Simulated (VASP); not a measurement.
A run of VASP 6.6.1 is set up as follows.

Contents of INCAR:

```
SYSTEM = WC
PREC = Accurate ; ENCUT = 520
EDIFF = 1E-6 ; ISMEAR = -1
SIGMA = 0.05 ; LREAL = .False.
LASPH = .True. ; NELM = 150
ALGO = Normal ; ISIF = 2
LWAVE = .False. ; LCHARG = .False.
ISPIN = 2 ; MAGMOM = 2 0
LORBIT = 11 ; LMAXMIX = 4
GGA = PE ; NBANDS = 20
```

Contents of KPOINTS:

```
regular mesh
0
Gamma
  18 18 16
  0 0 0
```

POSCAR

```
WC
1.0
    2.9550418819      0.0000000000      0.0000000000
   -1.4775209410      2.5591413390      0.0000000000
    0.0000000000      0.0000000000      2.8869317454
W C
1 1
Direct
    0.0000000000      0.0000000000      0.0000000000
    0.6666666667      0.3333333333      0.5000000000
```

Potentials or basis: VASP PAW PBE potentials, release 64 (W_sv, C).

Command:

```console
$ cat potpaw_PBE.64/W_sv/POTCAR potpaw_PBE.64/C/POTCAR > POTCAR
$ mpirun -np 1 vasp_std > vasp.out
```

(1) What does it give for the pressure?

(2) Estimate the band gap on the k mesh.

Answers

(1) -12.2 GPa.

(2) zero (filled and empty bands overlap).

Caveat: the cell stands under tension; spin-orbit coupling is left out, which moves the levels of the heavy elements.
